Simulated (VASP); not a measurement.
# Pt in VASP: single point with r2SCAN

Aim: the single point of Pt with r2SCAN.

Everything below comes from runs of VASP 6.6.1. Logs are shortened: lines on timing, memory, paths and dates and some standing lists are left out, and cuts for length are marked.

## Step 1: The cell of the first run

The cell holds a slab with vacuum, 8 atoms: a = 2.786 Å, b = 3.940 Å, c = 24.752 Å, α = 90.00°, β = 90.00°, γ = 90.00°.

## Step 2: Single point, r2SCAN

POSCAR reads:

```
Pt
1.0
    2.7861568206      0.0000000000      0.0000000000
    0.0000000000      3.9402207625      0.0000000000
    0.0000000000      0.0000000000     24.7515488719
Pt
8
Direct
    0.5000000000      0.5000000000      0.3030113404
    0.0000000000      0.0000000000      0.3592938146
    0.5000000000      0.5000000000      0.4155762887
    0.0000000000      0.0000000000      0.4718587629
    0.5000000000      0.5000000000      0.5281412371
    0.0000000000      0.0000000000      0.5844237113
    0.5000000000      0.5000000000      0.6407061854
    0.0000000000      0.0000000000      0.6969886596
```

INCAR.step1 reads:

```
SYSTEM = Pt
  PREC = Accurate
  ENCUT = 520
  ISMEAR = 0
  SIGMA = 0.1
  LREAL = .FALSE.
  LASPH = .TRUE.
  NELM = 80
  LDIPOL = .TRUE.
  IDIPOL = 3
  DIPOL = 0.5 0.5 0.500
  NBANDS = 50
  GGA = PE
  ALGO = Normal
  EDIFF = 1E-4
  LWAVE = .TRUE.
  LCHARG = .FALSE.
```

INCAR.step2 reads:

```
SYSTEM = Pt
  PREC = Accurate
  ENCUT = 520
  EDIFF = 1E-6
  ISMEAR = 0
  SIGMA = 0.1
  LREAL = .FALSE.
  LASPH = .TRUE.
  NELM = 80
  ALGO = Normal
  ISIF = 2
  LWAVE = .FALSE.
  LCHARG = .FALSE.
  LDIPOL = .TRUE.
  IDIPOL = 3
  DIPOL = 0.5 0.5 0.500
  METAGGA = R2SCAN
  LMIXTAU = .TRUE.
  NBANDS = 50
  ISTART = 1
```

KPOINTS reads:

```
regular mesh
0
G
  12 9 1
  0 0 0
```

Potentials or basis: VASP PAW PBE potentials, release 64 (Pt).

Started as:

```bash
> cat potpaw_PBE.64/Pt/POTCAR > POTCAR
> cp INCAR.step1 INCAR
> mpirun -np 1 vasp_std > vasp.out
> cp INCAR.step2 INCAR
> mpirun -np 1 vasp_std > vasp.out
```

OUTCAR:

```text
SYSTEM = Pt
   PREC = Accurate
   ENCUT = 520
   EDIFF = 1E-6
   ISMEAR = 0
   LREAL = .FALSE.
   LASPH = .TRUE.
   NELM = 80
   ISIF = 2
   METAGGA = R2SCAN
   ISTART = 1

 ion  position               nearest neighbor table
   1  0.500  0.500  0.303-   3 2.79   2 2.79   2 2.79   2 2.79   2 2.79
   2  0.000  0.000  0.359-   4 2.79   3 2.79   3 2.79   3 2.79   3 2.79   1 2.79   1 2.79   1 2.79
                             1 2.79
   3  0.500  0.500  0.416-   1 2.79   2 2.79   2 2.79   2 2.79   2 2.79   4 2.79   4 2.79   4 2.79
                             4 2.79   5 2.79
   4  0.000  0.000  0.472-   2 2.79   3 2.79   3 2.79   3 2.79   3 2.79   5 2.79   5 2.79   5 2.79
                             5 2.79   6 2.79
   5  0.500  0.500  0.528-   7 2.79   6 2.79   6 2.79   6 2.79   6 2.79   4 2.79   4 2.79   4 2.79
                             4 2.79   3 2.79
   6  0.000  0.000  0.584-   8 2.79   7 2.79   7 2.79   7 2.79   7 2.79   5 2.79   5 2.79   5 2.79
                             5 2.79   4 2.79
   7  0.500  0.500  0.641-   5 2.79   6 2.79   6 2.79   6 2.79   6 2.79   8 2.79   8 2.79   8 2.79
                             8 2.79
   8  0.000  0.000  0.697-   6 2.79   7 2.79   7 2.79   7 2.79   7 2.79

  LATTYP: Found a simple orthorhombic cell.
 ALAT       =     2.7861568206
 B/A-ratio  =     1.4142135623
 C/A-ratio  =     8.8837601275

  Lattice vectors:

 A1 = (   2.7861568206,   0.0000000000,   0.0000000000)
 A2 = (   0.0000000000,   3.9402207625,   0.0000000000)
 A3 = (   0.0000000000,   0.0000000000,  24.7515488719)

Analysis of symmetry for initial positions (statically):
=====================================================================
 Subroutine PRICEL returns:
 Original cell was already a primitive cell.

 Routine SETGRP: Setting up the symmetry group for a
 simple orthorhombic supercell.

 Subroutine GETGRP returns: Found  8 space group operations
 (whereof  4 operations were pure point group operations)
 out of a pool of  8 trial point group operations.

The static configuration has the point symmetry C_2v.
 The point group associated with its full space group is D_2h.

Analysis of symmetry for dynamics (positions and initial velocities):
=====================================================================
 Subroutine PRICEL returns:
 Original cell was already a primitive cell.

 Routine SETGRP: Setting up the symmetry group for a
 simple orthorhombic supercell.

 Subroutine GETGRP returns: Found  8 space group operations
 (whereof  4 operations were pure point group operations)
 out of a pool of  8 trial point group operations.

The dynamic configuration has the point symmetry C_2v.
 The point group associated with its full space group is D_2h.

 Subroutine INISYM returns: Found  8 space group operations
 (whereof  4 operations are pure point group operations),
 and found     1 'primitive' translations

----------------------------------------------------------------------------------------

                                     Primitive cell

  volume of cell :     271.7243

  direct lattice vectors                    reciprocal lattice vectors
     2.786156821  0.000000000  0.000000000     0.358917342  0.000000000  0.000000000
     0.000000000  3.940220763  0.000000000     0.000000000  0.253792886  0.000000000
     0.000000000  0.000000000 24.751548872     0.000000000  0.000000000  0.040401512

  length of vectors
     2.786156821  3.940220763 24.751548872     0.358917342  0.253792886  0.040401512

  position of ions in fractional coordinates (direct lattice)
     0.500000000  0.500000000  0.303011340
     0.000000000  0.000000000  0.359293815
     0.500000000  0.500000000  0.415576289
     0.000000000  0.000000000  0.471858763
     0.500000000  0.500000000  0.528141237
     0.000000000  0.000000000  0.584423711
     0.500000000  0.500000000  0.640706185
     0.000000000  0.000000000  0.696988660

  ion indices of the primitive-cell ions
   primitive index   ion index
                 1           1
                 2           2
                 3           3
                 4           4
                 5           5
                 6           6
                 7           7
                 8           8

----------------------------------------------------------------------------------------

 KPOINTS: regular mesh

Automatic generation of k-mesh.
 Grid dimensions read from file:
 generate k-points for:   12    9    1

 Generating k-lattice:

  Cartesian coordinates                     Fractional coordinates (reciprocal lattice)
     0.029909778  0.000000000  0.000000000     0.083333333  0.000000000  0.000000000
     0.000000000  0.028199210  0.000000000     0.000000000  0.111111111  0.000000000
     0.000000000  0.000000000  0.040401512     0.000000000  0.000000000  1.000000000

  Length of vectors
     0.029909778  0.028199210  0.040401512

  Shift w.r.t. Gamma in fractional coordinates (k-lattice)
     0.000000000  0.000000000  0.000000000

 Subroutine IBZKPT returns following result:
 ===========================================

 Found     35 irreducible k-points:

 Following reciprocal coordinates:
            Coordinates               Weight
  0.000000  0.000000  0.000000      1.000000
  0.083333  0.000000  0.000000      2.000000
  0.166667  0.000000  0.000000      2.000000
  0.250000  0.000000  0.000000      2.000000
  0.333333  0.000000  0.000000      2.000000
  0.416667  0.000000  0.000000      2.000000
[... 16 lines left out ...]
  0.083333  0.333333  0.000000      4.000000
  0.166667  0.333333  0.000000      4.000000
 [... further k-points ...]
   k-points           NKPTS =     35   k-points in BZ     NKDIM =     35   number of bands    NBANDS=     50
   number of dos      NEDOS =    301   number of ions     NIONS =      8
   total plane-waves  NPLWV = 138240
   dimension x,y,z NGX =    24 NGY =   30 NGZ =  192
   dimension x,y,z NGXF=    48 NGYF=   60 NGZF=  384
   ions per type =               8
   NGX,Y,Z   is equivalent  to a cutoff of  14.32, 12.66, 12.90 a.u.
   NGXF,Y,Z  is equivalent  to a cutoff of  28.64, 25.32, 25.79 a.u.
 SYSTEM =  Pt
   PREC   = accura    normal or accurate (medium, high low for compatibility)
   ISTART =      1    job   : 0-new  1-cont  2-samecut
   ICHARG =      0    charge: 1-file 2-atom 10-const
   ISPIN  =      1    spin polarized calculation?
   LNONCOLLINEAR =      F non collinear calculations
   LSORBIT =      F    spin-orbit coupling
   LASPH  =      T    aspherical Exc in radial PAW
   ENCUT  =  520.0 eV  38.22 Ry    6.18 a.u.   5.18  7.33 46.02*2*pi/ulx,y,z
   NELM   =     80;   NELMIN=  2; NELMDL=  0     # of ELM steps
   EDIFF  = 0.1E-05   stopping-criterion for ELM
   LREAL  =      F    real-space projection
   EDIFFG = 0.1E-04   stopping-criterion for IOM
   NSW    =      0    number of steps for IOM
   IBRION =     -1    ionic relax: 0-MD 1-quasi-New 2-CG
   NFREE  =      0    steps in history (QN), initial steepest desc. (CG)
   ISIF   =      2    stress and relaxation
   ISYM   =      2    0-nonsym 1-usesym 2-fastsym
   POTIM  = 0.5000    time-step for ionic-motion
   TEBEG  =    0.0;   TEEND  =   0.0 temperature during run
   PSTRESS=    0.0 pullay stress
   NELECT =      80.0000    total number of electrons
   NUPDOWN=      -1.0000    fix difference up-down
   EMIN   =  10.00;   EMAX   =-10.00  energy-range for DOS
   EFERMI =   0.00;   METHOD = LEGACY
   ISMEAR =     0;   SIGMA  =   0.10  broadening in eV -4-tet -1-fermi 0-gaus
   EFERMI_NEDOS =   21; number of points for ismear=-14 and -15
   IALGO  =     38    algorithm
   IMIX   =      4    mixing-type and parameters
     AMIX     =   0.40;   BMIX     =  1.00
     AMIX_MAG =   1.60;   BMIX_MAG =  1.00
  volume/ion in A,a.u.               =      33.97       229.21
  Fermi-wavevector in a.u.,A,eV,Ry     =   1.089086  2.058073 16.137970  1.186107
  Thomas-Fermi vector in A             =   2.225281
   LORBIT       =      0    0 simple, 1 ext, 2 COOP (PROOUT), +10 PAW based schemes
   METAGGA = R2SCAN    functional components
   LHFCALC =     F    Hartree Fock is set to
   AEXX    =    0.0000 exact exchange contribution
   IVDW    =     0    specifies the selected vdW correction
   LEPSILON=     F    determine dielectric tensor
   LRPA    =     F    only Hartree local field effects (RPA)
 non-spin polarized calculation
 Gauss-broadening in eV      SIGMA  =   0.10
  energy-cutoff  :      520.00
  volume of cell :      271.72
 maximum number of plane-waves:      7372
 NGX is ok and might be reduce to    24
   NGX = 11   NGY = 15   NGZ = 93

 dipolmoment           0.000000      0.000000      0.000000 electrons x Angstroem

 number of electron      80.0000003 magnetization

 dipolmoment           0.000000      0.000000     -0.000000 electrons x Angstroem

 Free energy of the ion-electron system (eV)
  ---------------------------------------------------
  ext. energy  EPLUGINS =         0.00000000
  ---------------------------------------------------
  free energy    TOTEN  =      -408.97766751 eV

  energy without entropy =     -408.89456657  energy(sigma->0) =     -408.93611704

 E-fermi :   1.8264     XC(G=0):  -7.2874

 val. band max:        1.8263413055   @ k =   0.0833   0.3333   0.0000
 cond. band min:       1.8266820077   @ k =   0.5000   0.4444   0.0000
 fundamental gap:      0.0003407022
 Fermi energy:         1.8264026398

 k-point     1 :       0.0000    0.0000    0.0000
  band No.  band energies     occupation
      1      -8.0843      2.00000
      2      -6.9723      2.00000
      3      -5.5263      2.00000
      4      -5.0434      2.00000
      5      -4.5943      2.00000
      6      -4.4965      2.00000
[... 42 lines left out ...]
     49       7.2532      0.00000
     50       7.4136      0.00000
[... 1217 lines left out ...]
     49       6.0503      0.00000
     50       6.3314      0.00000

 [... further k-points ...]

------------------------ aborting loop because EDIFF is reached ----------------------------------------

 vacuum level on the upper side and lower side of the slab       (xc-potential included)        -0.012        -0.012

  FORCE on cell =-STRESS in cart. coord.  units (eV):
  Direction    XX          YY          ZZ          XY          YZ          ZX
  --------------------------------------------------------------------------------------
  -------------------------------------------------------------------------------------
  Total       -8.1393854     -4.5633003     -2.3570883      0.0000000      0.0000000      0.0000000
  in kB      -47.9925362    -26.9067434    -13.8981801      0.0000000      0.0000000      0.0000000
  external PRESSURE =     -29.5991532 kB  Pullay stress =       0.0000000 kB

 VOLUME and BASIS-vectors are now :
 -----------------------------------------------------------------------------
  energy-cutoff  :      520.00
  volume of cell :      271.72
      direct lattice vectors                 reciprocal lattice vectors
     2.786156821  0.000000000  0.000000000     0.358917342  0.000000000  0.000000000
     0.000000000  3.940220763  0.000000000     0.000000000  0.253792886  0.000000000
     0.000000000  0.000000000 24.751548872     0.000000000  0.000000000  0.040401512

 POSITION                                       TOTAL-FORCE (eV/Angst)
 -----------------------------------------------------------------------------------
      1.39308      1.97011      7.50000         0.000000      0.000000      0.948388
      0.00000      0.00000      8.89308         0.000000      0.000000     -0.976798
      1.39308      1.97011     10.28616         0.000000      0.000000     -0.089739
      0.00000      0.00000     11.67924         0.000000      0.000000      0.159951
      1.39308      1.97011     13.07231         0.000000      0.000000     -0.159951
      0.00000      0.00000     14.46539         0.000000      0.000000      0.089739
      1.39308      1.97011     15.85847         0.000000      0.000000      0.976798
      0.00000      0.00000     17.25155         0.000000      0.000000     -0.948388
 -----------------------------------------------------------------------------------
    total drift:                                0.000000     -0.000000      0.000000

  FREE ENERGIE OF THE ION-ELECTRON SYSTEM (eV)
  ---------------------------------------------------
  free  energy   TOTEN  =      -408.9776675142 eV

  energy  without entropy=     -408.8945665705  energy(sigma->0) =     -408.93611704

 vacuum level on the upper side and lower side of the slab         7.212         7.212
```

Run time: 23 min. Hardware: 1 thread of Intel Xeon 6975P-C (Granite Rapids), shared host; peak memory 0.57 GiB.

What came out:

| Quantity | Value |
| --- | --- |
| Free energy | -408.9777 eV |
| Largest force | 0.977 eV/Å |
| Band gap on the k mesh | zero (bands 40 and 41 overlap by 0.70 eV) |

Forces in eV/Å, atoms in the order of the input:
```
Pt   0.000  0.000  0.948
Pt   0.000  0.000 -0.977
Pt   0.000  0.000 -0.090
Pt   0.000  0.000  0.160
Pt   0.000  0.000 -0.160
Pt   0.000  0.000  0.090
Pt   0.000  0.000  0.977
Pt   0.000  0.000 -0.948
```

Caveat: the PAW data sets were made with another functional, which shifts forces and pressure a little; spin-orbit coupling is left out, which moves the levels of the heavy elements.
